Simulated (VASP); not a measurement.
# AlN (P6_3mc) in VASP: single point with PBE

Aim: the single point of AlN with PBE.

Everything below comes from runs of VASP 6.6.1. Logs are shortened: lines on timing, memory, paths and dates and some standing lists are left out, and cuts for length are marked.

## 1. The cell of the first run

It takes space group P6_3mc (No. 186, hexagonal). Conventional cell: a = 3.311 Å, b = 3.311 Å, c = 4.123 Å, α = 90.00°, β = 90.00°, γ = 120.00°. Al (site symmetry 3m) has 5 N at 1.86 to 2.26 Å within 2.5 Å. Within 2.5 Å of N (site symmetry 3m) lie 5 Al at 1.86 to 2.26 Å.

## 2. Single point, PBE (strained and its atoms moved)

File INCAR:

```
SYSTEM = AlN
PREC = Accurate
ENCUT = 520
EDIFF = 1E-7
ISMEAR = 0
SIGMA = 0.02
LREAL = .False.
LASPH = .True.
NELM = 60
ALGO = Normal
ISIF = 2
LWAVE = .False.
LCHARG = .False.
GGA = PE
NBANDS = 16
```

File KPOINTS:

```
Automatic mesh
0
Gamma
  9 9 6
  0 0 0
```

File POSCAR:

```
AlN
1.0
    3.3110889859      0.0000000000      0.0000000000
   -1.6555444930      2.8674871760      0.0000000000
    0.0000000000      0.0000000000      4.1234514105
Al N
2 2
Direct
    0.3333333300      0.6666666700      0.7261197623
    0.6666666700      0.3333333300      0.2261197623
    0.3333333300      0.6666666700      0.2738802377
    0.6666666700      0.3333333300      0.7738802377
```

Potentials or basis: VASP PAW PBE potentials, release 64 (Al, N).

The run is started by

```console
cat potpaw_PBE.64/Al/POTCAR potpaw_PBE.64/N/POTCAR > POTCAR
mpirun -np 1 vasp_std > vasp.out
```

OUTCAR:

```text
SYSTEM = AlN
   PREC = Accurate
   ENCUT = 520
   EDIFF = 1E-7
   ISMEAR = 0
   LREAL = .False.
   LASPH = .True.
   NELM = 60
   ISIF = 2
   GGA = PE

 ion  position               nearest neighbor table
   1  0.333  0.667  0.726-   3 1.86   4 1.92   4 1.92   4 1.92   3 2.26   2 2.81   2 2.81   2 2.81
                             2 2.81   2 2.81   2 2.81
   2  0.667  0.333  0.226-   4 1.86   3 1.92   3 1.92   3 1.92   4 2.26   1 2.81   1 2.81   1 2.81
                             1 2.81   1 2.81   1 2.81
   3  0.333  0.667  0.274-   1 1.86   2 1.92   2 1.92   2 1.92   1 2.26
   4  0.667  0.333  0.774-   2 1.86   1 1.92   1 1.92   1 1.92   2 2.26

  LATTYP: Found a hexagonal cell.
 ALAT       =     3.3110889859
 C/A-ratio  =     1.2453459959

  Lattice vectors:

 A1 = (   3.3110889859,   0.0000000000,   0.0000000000)
 A2 = (  -1.6555444930,   2.8674871760,   0.0000000000)
 A3 = (   0.0000000000,   0.0000000000,   4.1234514105)

Analysis of symmetry for initial positions (statically):
=====================================================================
 Subroutine PRICEL returns:
 Original cell was already a primitive cell.

 Routine SETGRP: Setting up the symmetry group for a
 hexagonal supercell.

 Subroutine GETGRP returns: Found 12 space group operations
 (whereof  6 operations were pure point group operations)
 out of a pool of 24 trial point group operations.

The static configuration has the point symmetry C_3v.
 The point group associated with its full space group is C_6v.

Analysis of symmetry for dynamics (positions and initial velocities):
=====================================================================
 Subroutine PRICEL returns:
 Original cell was already a primitive cell.

 Routine SETGRP: Setting up the symmetry group for a
 hexagonal supercell.

 Subroutine GETGRP returns: Found 12 space group operations
 (whereof  6 operations were pure point group operations)
 out of a pool of 24 trial point group operations.

The dynamic configuration has the point symmetry C_3v.
 The point group associated with its full space group is C_6v.

 Subroutine INISYM returns: Found 12 space group operations
 (whereof  6 operations are pure point group operations),
 and found     1 'primitive' translations

----------------------------------------------------------------------------------------

                                     Primitive cell

  volume of cell :      39.1501

  direct lattice vectors                    reciprocal lattice vectors
     3.311088986  0.000000000  0.000000000     0.302015441  0.174368696  0.000000000
    -1.655544493  2.867487176  0.000000000     0.000000000  0.348737392  0.000000000
     0.000000000  0.000000000  4.123451411     0.000000000  0.000000000  0.242515286

  length of vectors
     3.311088986  3.311088986  4.123451411     0.348737392  0.348737392  0.242515286

  position of ions in fractional coordinates (direct lattice)
     0.333333330  0.666666670  0.726119762
     0.666666670  0.333333330  0.226119762
     0.333333330  0.666666670  0.273880238
     0.666666670  0.333333330  0.773880238

  ion indices of the primitive-cell ions
   primitive index   ion index
                 1           1
                 2           2
                 3           3
                 4           4

----------------------------------------------------------------------------------------

 KPOINTS: Automatic mesh

Automatic generation of k-mesh.
 Grid dimensions read from file:
 generate k-points for:    9    9    6

 Generating k-lattice:

  Cartesian coordinates                     Fractional coordinates (reciprocal lattice)
     0.033557271  0.019374300  0.000000000     0.111111111  0.000000000  0.000000000
     0.000000000  0.038748599  0.000000000     0.000000000  0.111111111  0.000000000
     0.000000000  0.000000000  0.040419214     0.000000000  0.000000000  0.166666667

  Length of vectors
     0.038748599  0.038748599  0.040419214

  Shift w.r.t. Gamma in fractional coordinates (k-lattice)
     0.000000000  0.000000000  0.000000000

 Subroutine IBZKPT returns following result:
 ===========================================

 Found     48 irreducible k-points:

 Following reciprocal coordinates:
            Coordinates               Weight
  0.000000  0.000000  0.000000      1.000000
  0.111111 -0.000000  0.000000      6.000000
  0.222222 -0.000000  0.000000      6.000000
  0.333333 -0.000000  0.000000      6.000000
  0.444444 -0.000000  0.000000      6.000000
  0.111111  0.111111  0.000000      6.000000
[... 16 lines left out ...]
  0.333333  0.222222  0.166667     24.000000
  0.333333  0.333333  0.166667      4.000000
 [... further k-points ...]
   k-points           NKPTS =     48   k-points in BZ     NKDIM =     48   number of bands    NBANDS=     16
   number of dos      NEDOS =    301   number of ions     NIONS =      4
   total plane-waves  NPLWV =  25088
   dimension x,y,z NGX =    28 NGY =   28 NGZ =   32
   dimension x,y,z NGXF=    56 NGYF=   56 NGZF=   64
   ions per type =               2   2
   NGX,Y,Z   is equivalent  to a cutoff of  14.06, 14.06, 12.90 a.u.
   NGXF,Y,Z  is equivalent  to a cutoff of  28.12, 28.12, 25.80 a.u.
 SYSTEM =  AlN
   PREC   = accura    normal or accurate (medium, high low for compatibility)
   ISTART =      0    job   : 0-new  1-cont  2-samecut
   ICHARG =      2    charge: 1-file 2-atom 10-const
   ISPIN  =      1    spin polarized calculation?
   LNONCOLLINEAR =      F non collinear calculations
   LSORBIT =      F    spin-orbit coupling
   LASPH  =      T    aspherical Exc in radial PAW
   ENCUT  =  520.0 eV  38.22 Ry    6.18 a.u.   6.16  6.16  7.67*2*pi/ulx,y,z
   NELM   =     60;   NELMIN=  2; NELMDL= -5     # of ELM steps
   EDIFF  = 0.1E-06   stopping-criterion for ELM
   LREAL  =      F    real-space projection
   EDIFFG = 0.1E-05   stopping-criterion for IOM
   NSW    =      0    number of steps for IOM
   IBRION =     -1    ionic relax: 0-MD 1-quasi-New 2-CG
   NFREE  =      0    steps in history (QN), initial steepest desc. (CG)
   ISIF   =      2    stress and relaxation
   ISYM   =      2    0-nonsym 1-usesym 2-fastsym
   POTIM  = 0.5000    time-step for ionic-motion
   TEBEG  =    0.0;   TEEND  =   0.0 temperature during run
   PSTRESS=    0.0 pullay stress
   NELECT =      16.0000    total number of electrons
   NUPDOWN=      -1.0000    fix difference up-down
   EMIN   =  10.00;   EMAX   =-10.00  energy-range for DOS
   EFERMI =   0.00;   METHOD = LEGACY
   ISMEAR =     0;   SIGMA  =   0.02  broadening in eV -4-tet -1-fermi 0-gaus
   EFERMI_NEDOS =   21; number of points for ismear=-14 and -15
   IALGO  =     38    algorithm
   IMIX   =      4    mixing-type and parameters
     AMIX     =   0.40;   BMIX     =  1.00
     AMIX_MAG =   1.60;   BMIX_MAG =  1.00
  volume/ion in A,a.u.               =       9.79        66.05
  Fermi-wavevector in a.u.,A,eV,Ry     =   1.214890  2.295810 20.081636  1.475959
  Thomas-Fermi vector in A             =   2.350295
   LORBIT       =      0    0 simple, 1 ext, 2 COOP (PROOUT), +10 PAW based schemes
   GGA     = PE    functional components
   LHFCALC =     F    Hartree Fock is set to
   AEXX    =    0.0000 exact exchange contribution
   IVDW    =     0    specifies the selected vdW correction
   LEPSILON=     F    determine dielectric tensor
   LRPA    =     F    only Hartree local field effects (RPA)
 non-spin polarized calculation
 Gauss-broadening in eV      SIGMA  =   0.02
  energy-cutoff  :      520.00
  volume of cell :       39.15
 maximum number of plane-waves:      1074
 NGX is ok and might be reduce to    28
   NGX = 13   NGY = 13   NGZ = 15

 number of electron      16.0000000 magnetization

 Free energy of the ion-electron system (eV)
  ---------------------------------------------------
  ext. energy  EPLUGINS =         0.00000000
  ---------------------------------------------------
  free energy    TOTEN  =       -29.15370002 eV

  energy without entropy =      -29.15370002  energy(sigma->0) =      -29.15370002

 E-fermi :   7.9454     XC(G=0): -11.2158

 val. band max:        7.8549917124   @ k =   0.0000   0.0000   0.0000
 cond. band min:      11.4482257629   @ k =   0.0000   0.0000   0.0000
 fundamental gap:      3.5932340506
 Fermi energy:         7.9453804861

 k-point     1 :       0.0000    0.0000    0.0000
  band No.  band energies     occupation
      1      -8.8123      2.00000
      2      -5.0910      2.00000
      3       1.2379      2.00000
      4       4.7760      2.00000
      5       4.7760      2.00000
      6       6.5080      2.00000
[... 8 lines left out ...]
     15      19.9795      0.00000
     16      20.1144      0.00000

 k-point     2 :       0.1111   -0.0000    0.0000
  band No.  band energies     occupation
      1      -8.6723      2.00000
      2      -5.0931      2.00000
      3       1.3867      2.00000
      4       4.2802      2.00000
      5       4.5722      2.00000
      6       6.0032      2.00000
[... 8 lines left out ...]
     15      19.5217      0.00000
     16      19.9314      0.00000

 k-point     3 :       0.2222   -0.0000    0.0000
  band No.  band energies     occupation
      1      -8.2705      2.00000
      2      -5.1433      2.00000
      3       1.8159      2.00000
      4       3.2124      2.00000
      5       4.1575      2.00000
      6       5.1021      2.00000
[... 8 lines left out ...]
     15      18.5754      0.00000
     16      20.6459      0.00000
[... 362 lines left out ...]
 k-point    23 :       0.3333    0.2222    0.1667
  band No.  band energies     occupation
      1      -6.6672      2.00000
      2      -5.8589      2.00000
      3       1.5096      2.00000
      4       2.2751      2.00000
      5       3.0254      2.00000
      6       4.8780      2.00000
[... 8 lines left out ...]
     15      20.0478      0.00000
     16      21.6855      0.00000

 k-point    24 :       0.3333    0.3333    0.1667
  band No.  band energies     occupation
      1      -6.2126      2.00000
      2      -6.2126      2.00000
      3       1.5108      2.00000
      4       2.4916      2.00000
      5       2.4916      2.00000
      6       5.1464      2.00000
[... 8 lines left out ...]
     15      19.6078      0.00000
     16      21.4441      0.00000

 [... further k-points ...]

------------------------ aborting loop because EDIFF is reached ----------------------------------------

  FORCE on cell =-STRESS in cart. coord.  units (eV):
  Direction    XX          YY          ZZ          XY          YZ          ZX
  --------------------------------------------------------------------------------------
  -------------------------------------------------------------------------------------
  Total       -0.0273303     -0.0273303      5.3623531      0.0000000      0.0000000     -0.0000000
  in kB       -1.1184653     -1.1184653    219.4485796      0.0000000      0.0000000     -0.0000000
  external PRESSURE =      72.4038830 kB  Pullay stress =       0.0000000 kB

 VOLUME and BASIS-vectors are now :
 -----------------------------------------------------------------------------
  energy-cutoff  :      520.00
  volume of cell :       39.15
      direct lattice vectors                 reciprocal lattice vectors
     3.311088986  0.000000000  0.000000000     0.302015441  0.174368696  0.000000000
    -1.655544493  2.867487176  0.000000000     0.000000000  0.348737392  0.000000000
     0.000000000  0.000000000  4.123451411     0.000000000  0.000000000  0.242515286

 POSITION                                       TOTAL-FORCE (eV/Angst)
 -----------------------------------------------------------------------------------
     -0.00000      1.91166      2.99412         0.000000      0.000000      1.011678
      1.65554      0.95583      0.93239         0.000000     -0.000000      1.011678
     -0.00000      1.91166      1.12933         0.000000     -0.000000     -1.011678
      1.65554      0.95583      3.19106        -0.000000      0.000000     -1.011678
 -----------------------------------------------------------------------------------
    total drift:                                0.000002     -0.000002      0.000105

  FREE ENERGIE OF THE ION-ELECTRON SYSTEM (eV)
  ---------------------------------------------------
  free  energy   TOTEN  =       -29.1537000153 eV

  energy  without entropy=      -29.1537000153  energy(sigma->0) =      -29.15370002
```

Run time: 19 s. Hardware: 1 thread of Intel Xeon 6975P-C, shared host; peak memory 0.17 GiB.

Results:

```yaml
Free_energy: -29.1537 eV
Pressure: 7.2 GPa
Largest_force: 1.012 eV/Å
Band_gap_on_the_k_mesh: 3.59 eV, direct
```

Forces in eV/Å, atoms in the order of the input:
```
Al   0.000  0.000  1.012
Al   0.000  0.000  1.012
N    0.000  0.000 -1.012
N    0.000  0.000 -1.012
```

Caveat: the cell differs from its parent crystal (strained and its atoms moved); forces of over 1 eV/Å act on the atoms, so gaps and moduli don't describe the material at rest.
